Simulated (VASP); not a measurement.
Set up this calculation in VASP 6.6.1, as the native input.

| Quantity | Value |
| --- | --- |
| Task | single point |
| Functional | PBE |
| Potentials or basis | VASP PAW PBE potentials, release 64 (Ga_d, Sb) |
| Cutoff | 520 eV |
| k mesh | 16 × 16 × 16 |
| Occupations | gaussian, width 0.15 eV |
| Spin | no spin polarisation |
| Dipole correction | no |
| Further INCAR settings | ALGO = Normal; EDIFF = 1e-06; NBANDS = 16 |

The structure of GaSb lies in POSCAR:

```
GaSb
1.0
   -2.8950000000      2.8950000000      1.5811567257
    2.8950000000     -2.8950000000      1.5811567257
    2.8950000000      2.8950000000     -1.5811567257
Ga Sb
1 1
Direct
    0.2500000000      0.7500000000      0.5000000000
    0.0000000000      0.0000000000      0.0000000000
```

One way to write it, as run:

INCAR

```
SYSTEM = GaSb
PREC = Accurate
ENCUT = 520
EDIFF = 1E-6
ISMEAR = 0
SIGMA = 0.15
LREAL = .False.
LASPH = .True.
NELM = 80
ALGO = Normal
ISIF = 2
LWAVE = .False.
LCHARG = .False.
GGA = PE
NBANDS = 16
```

KPOINTS

```
regular mesh
0
Gamma
  16 16 16
  0 0 0
```

Potentials or basis: VASP PAW PBE potentials, release 64 (Ga_d, Sb).

The run is started by

```bash
$ cat potpaw_PBE.64/Ga_d/POTCAR potpaw_PBE.64/Sb/POTCAR > POTCAR
$ mpirun -np 1 vasp_std > vasp.out
```

Results of the run:

```
Pressure               : -3.8 GPa
Band gap on the k mesh : zero (band 9 reaches 7.06 eV, above the bottom of band 10 at 3.09 eV)
```

Caveat: spin-orbit coupling is left out, which moves the levels of the heavy elements.

It took 2.5 min on 1 thread of Intel(R) Xeon(R) Platinum 8488C (Sapphire Rapids), with other jobs on the host, peak memory 0.44 GiB.
